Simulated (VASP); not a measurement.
# Co2F (Fm-3m) in VASP: notebook

Co2F is run at these levels: PBE; tasks: single point, relaxation of cell and atoms.

All numbers are computed with VASP 6.6.1; they aren't measurements. Logs are shortened: lines on timing, memory, paths and dates and some standing lists are left out, and cuts for length are marked.

## 1. The cell of the first run

It takes space group Fm-3m (No. 225, cubic). Conventional cell: a = 4.934 Å, b = 4.934 Å, c = 4.934 Å, α = 90.00°, β = 90.00°, γ = 90.00°. Within 2.8 Å of Co (site symmetry -43m) lie 4 F at 2.14 Å and 6 Co at 2.47 Å. Within 2.8 Å of F (site symmetry m-3m) lie 8 Co at 2.14 Å.

## 2. Single point, PBE, collinear spin, ferromagnetic start

INCAR reads:

```
SYSTEM = Co2F
  PREC = Accurate
  ENCUT = 520
  EDIFF = 1E-7
  ISMEAR = 0
  SIGMA = 0.1
  LREAL = .False.
  LASPH = .True.
  NELM = 150
  ALGO = Normal
  ISIF = 2
  LWAVE = .False.
  LCHARG = .True.
  ISPIN = 2
  MAGMOM = 3 3 0
  LORBIT = 11
  LMAXMIX = 4
  GGA = PE
  LELF = .True.
  LVHAR = .True.
  NBANDS = 24
```

KPOINTS reads:

```
Automatic mesh
0
Gamma
  6 6 6
  0 0 0
```

POSCAR reads:

```
Co2F
1.0
    0.0000000000      2.4668971238      2.4668971238
    2.4668971238      0.0000000000      2.4668971238
    2.4668971238      2.4668971238      0.0000000000
Co F
2 1
Direct
    0.2500000000      0.2500000000      0.2500000000
    0.7500000000      0.7500000000      0.7500000000
    0.0000000000      0.0000000000      0.0000000000
```

Potentials or basis: VASP PAW PBE potentials, release 64 (Co, F).

Started as:

```bash
$ cat potpaw_PBE.64/Co/POTCAR potpaw_PBE.64/F/POTCAR > POTCAR
$ mpirun -np 1 vasp_std > vasp.out
```

OUTCAR:

```text
SYSTEM = Co2F
   PREC = Accurate
   ENCUT = 520
   EDIFF = 1E-7
   ISMEAR = 0
   LREAL = .False.
   LASPH = .True.
   NELM = 150
   ISIF = 2
   ISPIN = 2
   LORBIT = 11
   GGA = PE

 ion  position               nearest neighbor table
   1  0.250  0.250  0.250-   3 2.14   3 2.14   3 2.14   3 2.14   2 2.47   2 2.47   2 2.47   2 2.47
                             2 2.47   2 2.47
   2  0.750  0.750  0.750-   3 2.14   3 2.14   3 2.14   3 2.14   1 2.47   1 2.47   1 2.47   1 2.47
                             1 2.47   1 2.47
   3  0.000  0.000  0.000-   2 2.14   2 2.14   2 2.14   1 2.14   2 2.14   1 2.14   1 2.14   1 2.14

  LATTYP: Found a face centered cubic cell.
 ALAT       =     4.9337942476

  Lattice vectors:

 A1 = (   0.0000000000,   2.4668971238,   2.4668971238)
 A2 = (   2.4668971238,   0.0000000000,   2.4668971238)
 A3 = (   2.4668971238,   2.4668971238,   0.0000000000)

Analysis of symmetry for initial positions (statically):
=====================================================================
 Subroutine PRICEL returns:
 Original cell was already a primitive cell.

 Routine SETGRP: Setting up the symmetry group for a
 face centered cubic supercell.

 Subroutine GETGRP returns: Found 48 space group operations
 (whereof 48 operations were pure point group operations)
 out of a pool of 48 trial point group operations.

The static configuration has the point symmetry O_h .

Analysis of symmetry for dynamics (positions and initial velocities):
=====================================================================
 Subroutine PRICEL returns:
 Original cell was already a primitive cell.

 Routine SETGRP: Setting up the symmetry group for a
 face centered cubic supercell.

 Subroutine GETGRP returns: Found 48 space group operations
 (whereof 48 operations were pure point group operations)
 out of a pool of 48 trial point group operations.

The dynamic configuration has the point symmetry O_h .

Analysis of structural, dynamic, and magnetic symmetry:
=====================================================================
 Subroutine PRICEL returns:
 Original cell was already a primitive cell.

 Routine SETGRP: Setting up the symmetry group for a
 face centered cubic supercell.

 Subroutine GETGRP returns: Found 48 space group operations
 (whereof 48 operations were pure point group operations)
 out of a pool of 48 trial point group operations.

The overall configuration has the point symmetry O_h .

 Subroutine INISYM returns: Found 48 space group operations
 (whereof 48 operations are pure point group operations),
 and found     1 'primitive' translations

----------------------------------------------------------------------------------------

                                     Primitive cell

  volume of cell :      30.0250

  direct lattice vectors                    reciprocal lattice vectors
     0.000000000  2.466897124  2.466897124    -0.202683766  0.202683766  0.202683766
     2.466897124  0.000000000  2.466897124     0.202683766 -0.202683766  0.202683766
     2.466897124  2.466897124  0.000000000     0.202683766  0.202683766 -0.202683766

  length of vectors
     3.488719369  3.488719369  3.488719369     0.351058581  0.351058581  0.351058581

  position of ions in fractional coordinates (direct lattice)
     0.250000000  0.250000000  0.250000000
     0.750000000  0.750000000  0.750000000
     0.000000000  0.000000000  0.000000000

  ion indices of the primitive-cell ions
   primitive index   ion index
                 1           1
                 2           2
                 3           3

----------------------------------------------------------------------------------------

 KPOINTS: Automatic mesh

Automatic generation of k-mesh.
 Grid dimensions read from file:
 generate k-points for:    6    6    6

 Generating k-lattice:

  Cartesian coordinates                     Fractional coordinates (reciprocal lattice)
    -0.033780628  0.033780628  0.033780628     0.166666667  0.000000000  0.000000000
[... 47 lines left out ...]
 maximum number of plane-waves:       869
 NGX is ok and might be reduce to    28
   NGX = 13   NGY = 13   NGZ = 13

 number of electron      25.0000002 magnetization       3.8422903

 Free energy of the ion-electron system (eV)
  ---------------------------------------------------
  ext. energy  EPLUGINS =         0.00000000
  ---------------------------------------------------
  free energy    TOTEN  =       -13.84959500 eV

  energy without entropy =      -13.82697508  energy(sigma->0) =      -13.83828504

 E-fermi :   9.4880     XC(G=0): -12.7316

 val. band max:        9.4828386860   @ k =   0.5000   0.0000   0.0000
 cond. band min:       9.5006517561   @ k =   0.5000   0.5000   0.0000
 fundamental gap:      0.0178130701
 Fermi energy:         9.4880022864

 spin component 1

 k-point     1 :       0.0000    0.0000    0.0000
  band No.  band energies     occupation
      1     -17.6201      1.00000
      2       0.2041      1.00000
      3       0.2041      1.00000
      4       0.2041      1.00000
      5       4.2798      1.00000
      6       5.3250      1.00000
[... 16 lines left out ...]
     23      27.7552      0.00000
     24      27.7552      0.00000
[... 381 lines left out ...]
      1     -17.4207      1.00000
      2      -0.3665      1.00000
      3       0.2334      1.00000
      4       0.5174      1.00000
      5       5.2871      1.00000
      6       5.9815      1.00000
[... 16 lines left out ...]
     23      31.2150      0.00000
     24      31.9975      0.00000
 Fermi energy:         9.4880022864

 spin component 2

 k-point     1 :       0.0000    0.0000    0.0000
  band No.  band energies     occupation
      1     -17.4453      1.00000
      2       0.5609      1.00000
      3       0.5609      1.00000
      4       0.5609      1.00000
      5       4.4057      1.00000
      6       6.6458      1.00000
[... 16 lines left out ...]
     23      28.0890      0.00000
     24      28.0890      0.00000
[... 382 lines left out ...]
      2      -0.1451      1.00000
      3       0.4524      1.00000
      4       0.7271      1.00000
      5       6.4537      1.00000
      6       7.3351      1.00000
[... 16 lines left out ...]
     23      31.7446      0.00000
     24      31.8697      0.00000

------------------------ aborting loop because EDIFF is reached ----------------------------------------

  FORCE on cell =-STRESS in cart. coord.  units (eV):
  Direction    XX          YY          ZZ          XY          YZ          ZX
  --------------------------------------------------------------------------------------
  -------------------------------------------------------------------------------------
  Total        6.5915377      6.5915377      6.5915377      0.0000000      0.0000000     -0.0000000
  in kB      351.7338894    351.7338894    351.7338894      0.0000000      0.0000000     -0.0000000
  external PRESSURE =     351.7338894 kB  Pullay stress =       0.0000000 kB

 VOLUME and BASIS-vectors are now :
 -----------------------------------------------------------------------------
  energy-cutoff  :      520.00
  volume of cell :       30.03
      direct lattice vectors                 reciprocal lattice vectors
     0.000000000  2.466897124  2.466897124    -0.202683766  0.202683766  0.202683766
     2.466897124  0.000000000  2.466897124     0.202683766 -0.202683766  0.202683766
     2.466897124  2.466897124  0.000000000     0.202683766  0.202683766 -0.202683766

 POSITION                                       TOTAL-FORCE (eV/Angst)
 -----------------------------------------------------------------------------------
      1.23345      1.23345      1.23345        -0.000000     -0.000000     -0.000000
      3.70035      3.70035      3.70035         0.000000      0.000000      0.000000
      0.00000      0.00000      0.00000        -0.000000     -0.000000     -0.000000
 -----------------------------------------------------------------------------------
    total drift:                                0.000000      0.000000      0.000000

  FREE ENERGIE OF THE ION-ELECTRON SYSTEM (eV)
  ---------------------------------------------------
  free  energy   TOTEN  =       -13.8495950000 eV

  energy  without entropy=      -13.8269750810  energy(sigma->0) =      -13.83828504

 total charge

# of ion       s       p       d       tot
------------------------------------------
    1        0.390   0.330   7.411   8.132
    2        0.390   0.330   7.411   8.132
    3        1.784   4.314   0.000   6.098
--------------------------------------------------
tot          2.564   4.974  14.823  22.361

 magnetization (x)

# of ion       s       p       d       tot
------------------------------------------
    1       -0.003  -0.010   1.906   1.894
    2       -0.003  -0.010   1.906   1.894
    3       -0.003   0.099   0.000   0.097
--------------------------------------------------
tot         -0.009   0.080   3.812   3.884
```

It took 18 s on 1 thread of Oxide Virtual Turin-like, shared host; peak memory 0.15 GiB.

What came out:

| Quantity | Value |
| --- | --- |
| Free energy | -13.8496 eV |
| Pressure | 35.2 GPa |
| Net moment | 3.84 μB per cell |
| Site moments | Co +1.89; F +0.10 μB |
| Valence electrons inside the program's atomic spheres | Co 8.13; F 6.10 |

Caveat: the k points lie up to 0.37 Å⁻¹ apart.

## 3. Single point, PBE, collinear spin, ferromagnetic start

This run uses another cell than the first one, of 12.56 Å³/atom.

INCAR reads:

```
ALGO     = Fast           # electronic algorithm
EDIFF    = 1E-6           # SCF threshold, eV
ENCUT    = 520            # plane-wave cutoff, eV
GGA      = PE             # functional
ISIF     = 2              # what is computed and relaxed
ISMEAR   = 0              # smearing method
ISPIN    = 2              # spin polarisation
LASPH    = True           # aspherical terms in the spheres
LCHARG   = False          # write CHGCAR
LMAXMIX  = 4              # l up to which the mixer works
LORBIT   = 11             # projections on sites
LREAL    = False          # projectors in reciprocal space
LWAVE    = False          # write WAVECAR
MAGMOM   = 2.06 2.06 0.11 # initial moments
NBANDS   = 24             # bands
NELM     = 150            # most SCF steps
PREC     = Accurate       # precision mode
SIGMA    = 0.1            # smearing width, eV
```

KPOINTS reads:

```
k-points
0
Gamma
  6 6 6
```

POSCAR reads:

```
Co2F
1.0
    0.0000000000      2.6612360118      2.6612360118
    2.6612360118      0.0000000000      2.6612360118
    2.6612360118      2.6612360118      0.0000000000
Co F
2 1
Direct
    0.2500000000      0.2500000000      0.2500000000
    0.7500000000      0.7500000000      0.7500000000
    0.0000000000      0.0000000000      0.0000000000
```

Potentials or basis: VASP PAW PBE potentials, release 64 (Co, F).

Started as:

```bash
$ cat potpaw_PBE.64/Co/POTCAR potpaw_PBE.64/F/POTCAR > POTCAR
$ mpirun -np 1 vasp_std > vasp.out
```

Wall time 18 s (1 thread of Oxide Virtual Turin-like, shared host); peak memory 0.14 GiB.

The run converged. Its results:

* Free energy: -14.5338 eV
* Pressure: -0.6 GPa
* Net moment: 4.16 μB per cell
* Site moments: Co +2.06; F +0.08 μB
* Valence electrons inside the program's atomic spheres: Co 7.82; F 6.04

Levels at points of the mesh, in eV from the Fermi level:
Spin up:
```
           k point  band 12  band 13  band 14  band 15  band 16  band 17  band 18  band 19
(0.00, 0.00, 0.00)    -1.79    -1.79    -0.90    -0.90     7.16     7.16     7.16    13.10
(0.50, 0.00, 0.00)    -2.29    -1.61    -1.61    -0.41     1.22     8.27     8.27    10.95
(0.50, 0.50, 0.00)    -1.93    -1.72    -0.94     0.98     3.06     5.93     6.00     6.00
```
Spin down:
```
           k point  band 6  band 7  band 8  band 9  band 10  band 11  band 12  band 13  band 14  band 15
(0.00, 0.00, 0.00)   -2.10   -2.10   -0.16   -0.16    -0.16     0.68     0.68     0.68     0.87     0.87
(0.50, 0.00, 0.00)   -1.09   -1.09   -0.69   -0.69    -0.39    -0.20    -0.20     0.27     0.57     0.57
(0.50, 0.50, 0.00)   -1.75   -1.74   -0.69    0.05     0.05     0.11     0.11     0.75     0.83     1.47
```

With open d or f shells a metallic result of PBE can be an artefact of self-interaction; +U or a hybrid may open a gap.

## 4. Relaxation of cell and atoms, PBE, collinear spin, ferromagnetic start

INCAR reads:

```
ALGO     = Normal         # electronic algorithm
EDIFF    = 1E-6           # SCF threshold, eV
EDIFFG   = -0.04          # ionic threshold
ENCUT    = 600            # plane-wave cutoff, eV
GGA      = PE             # functional
IBRION   = 2              # ionic algorithm
ISIF     = 3              # what is computed and relaxed
ISMEAR   = 0              # smearing method
ISPIN    = 2              # spin polarisation
LASPH    = T              # aspherical terms in the spheres
LCHARG   = F              # write CHGCAR
LMAXMIX  = 4              # l up to which the mixer works
LORBIT   = 11             # projections on sites
LREAL    = F              # projectors in reciprocal space
LWAVE    = F              # write WAVECAR
MAGMOM   = 2.06 2.06 0.11 # initial moments
NELM     = 150            # most SCF steps
NSW      = 90             # ionic steps
PREC     = Accurate       # precision mode
SIGMA    = 0.1            # smearing width, eV
```

KPOINTS is that of step 3.

POSCAR reads:

```
Co2F
1.0
    0.0000000000      2.4668971238      2.4668971238
    2.4668971238      0.0000000000      2.4668971238
    2.4668971238      2.4668971238      0.0000000000
Co F
2 1
Direct
    0.2500000000      0.2500000000      0.2500000000
    0.7500000000      0.7500000000      0.7500000000
    0.0000000000      0.0000000000      0.0000000000
```

Started as:

```bash
$ cat potpaw_PBE.64/Co/POTCAR potpaw_PBE.64/F/POTCAR > POTCAR
$ mpirun -np 1 vasp_std > vasp.out
```

Run time: 47 s. Hardware: 1 thread of Oxide Virtual Turin-like, shared host; peak memory 0.15 GiB.

The run converged. Its results:

```
Free energy                                           : -14.5248 eV
Relaxed volume                                        : 12.46 Å³/atom
Relaxed cell                                          : a = 3.753 Å, b = 3.753 Å, c = 3.753 Å, α = 60.00°, β = 60.00°, γ = 60.00°
Space group after relaxing (to 0.1 Å)                 : Fm-3m (No. 225)
Energy gained by relaxing                             : 224.2 meV/atom
Ionic steps                                           : 3
Pressure after relaxing                               : 0.2 GPa
Net moment                                            : 4.14 μB per cell
Site moments                                          : Co +2.06; F +0.08 μB
Valence electrons inside the program's atomic spheres : Co 7.83; F 6.04
```

The path:
```csv
step,energy change (eV),largest force (eV/Å),pressure (GPa),volume (Å³)
1,0.0000,0.0000,35.23,30.03
2,-0.6041,0.0000,-6.45,40.64
3,-0.6727,0.0000,0.22,37.39
```

Final structure:
```
CELL_PARAMETERS angstrom
0.00000 2.65397 2.65397
2.65397 0.00000 2.65397
2.65397 2.65397 0.00000
ATOMIC_POSITIONS crystal
Co 0.25000 0.25000 0.25000
Co 0.75000 0.75000 0.75000
F 0.00000 0.00000 0.00000
```

Levels at points of the mesh, in eV from the Fermi level:
Spin up:
```tsv
k point	band 13	band 14	band 15	band 16	band 17	band 18
(0.00, 0.00, 0.00)	-1.77	-0.89	-0.89	7.20	7.20	7.20
(0.50, 0.00, 0.00)	-1.59	-1.59	-0.40	1.24	8.32	8.32
(0.50, 0.50, 0.00)	-1.71	-0.92	0.98	3.10	6.04	6.04
```
Spin down:
```
           k point  band 8  band 9  band 10  band 11  band 12  band 13
(0.00, 0.00, 0.00)   -0.17   -0.17    -0.17     0.68     0.68     0.68
(0.50, 0.00, 0.00)   -0.70   -0.70    -0.38    -0.21    -0.21     0.27
(0.50, 0.50, 0.00)   -0.69    0.04     0.04     0.11     0.11     0.76
```

Caveat: the k points lie up to 0.34 Å⁻¹ apart in the final cell; the volume moved by over 15 % at a fixed basis, so the end points are rough. With open d or f shells a metallic result of PBE can be an artefact of self-interaction; +U or a hybrid may open a gap.

## 5. Single point, PBE, collinear spin, ferromagnetic start

This run uses another cell than the first one, of 12.49 Å³/atom.

INCAR reads:

```
SYSTEM = Co2F
ALGO = Fast
EDIFF = 1E-7
ENCUT = 520
GGA = PE
ISIF = 2
ISMEAR = 0
ISPIN = 2
LASPH = .TRUE.
LCHARG = .FALSE.
LMAXMIX = 4
LORBIT = 11
LREAL = .FALSE.
LWAVE = .FALSE.
MAGMOM = 2.27 2.27 0
NBANDS = 24
NELM = 150
PREC = Accurate
SIGMA = 0.1
```

KPOINTS reads:

```
k-points
0
G
  16 16 16
  0 0 0
```

POSCAR reads:

```
Co2F
1.0
    0.0000000000      2.6557670811      2.6557670811
    2.6557670811      0.0000000000      2.6557670811
    2.6557670811      2.6557670811      0.0000000000
Co F
2 1
Direct
    0.2500000000      0.2500000000      0.2500000000
    0.7500000000      0.7500000000      0.7500000000
    0.0000000000      0.0000000000      0.0000000000
```

Started as:

```bash
$ cat potpaw_PBE.64/Co/POTCAR potpaw_PBE.64/F/POTCAR > POTCAR
$ mpirun -np 1 vasp_std > vasp.out
```

Run time: 2.7 min. Hardware: 1 thread of Oxide Virtual Turin-like, shared host; peak memory 0.28 GiB.

Results (log left out):

```yaml
Free_energy: -14.5502 eV
Pressure: -0.5 GPa
Net_moment: 4.08 μB per cell
Site_moments: Co +2.04; F +0.07 μB
Valence_electrons_inside_the_program's_atomic_spheres: Co 7.83; F 6.04
```

Levels at points of the mesh, in eV from the Fermi level:
Spin up:
```tsv
k point	band 11	band 12	band 13	band 14	band 15	band 16	band 17	band 18	band 19	band 20
(0.00, 0.00, 0.00)	-1.75	-1.75	-1.75	-0.89	-0.89	7.18	7.18	7.18	13.15	13.15
(0.50, 0.00, 0.00)	-2.29	-2.29	-1.59	-1.59	-0.41	1.23	8.30	8.30	11.00	11.46
(0.50, 0.50, 0.00)	-2.11	-1.94	-1.69	-0.93	0.98	3.09	5.97	6.02	6.02	12.11
```
Spin down:
| k point | band 6 | band 7 | band 8 | band 9 | band 10 | band 11 | band 12 | band 13 | band 14 | band 15 |
| --- | --- | --- | --- | --- | --- | --- | --- | --- | --- | --- |
| (0.00, 0.00, 0.00) | -2.11 | -2.11 | -0.19 | -0.19 | -0.19 | 0.66 | 0.66 | 0.66 | 0.89 | 0.89 |
| (0.50, 0.00, 0.00) | -1.10 | -1.10 | -0.69 | -0.69 | -0.41 | -0.22 | -0.22 | 0.25 | 0.55 | 0.55 |
| (0.50, 0.50, 0.00) | -1.76 | -1.75 | -0.70 | 0.03 | 0.03 | 0.09 | 0.09 | 0.74 | 0.85 | 1.45 |

## 6. Summary

| task | cell | k mesh | cutoff (eV) | gap on the mesh (eV) | pressure (GPa) | moment (μB) |
| --- | --- | --- | --- | --- | --- | --- |
| single point | a = 3.489 Å, angles 60.0°, 3 atoms | 6 × 6 × 6 | 520 | none | 35.2 | 3.84 |
| single point | a = 3.764 Å, angles 60.0°, 3 atoms | 6 × 6 × 6 | 520 | none | -0.6 | 4.16 |
| relaxation of cell and atoms | relaxed from a = 3.489 Å, angles 60.0°, 3 atoms | 6 × 6 × 6 | 600 | none | 0.2 | 4.14 |
| single point | a = 3.756 Å, angles 60.0°, 3 atoms | 16 × 16 × 16 | 520 | none | -0.5 | 4.08 |

Alike in all rows: level PBE; potentials or basis VASP PAW PBE potentials, release 64 (Co, F); spin collinear, ferromagnetic start; smearing gaussian 0.1 eV.

Caveats: some runs use coarse meshes; the volume moved by over 15 % at a fixed basis, so the end points are rough (at least some runs).

Absolute energies hang on the potentials; compare differences alone.
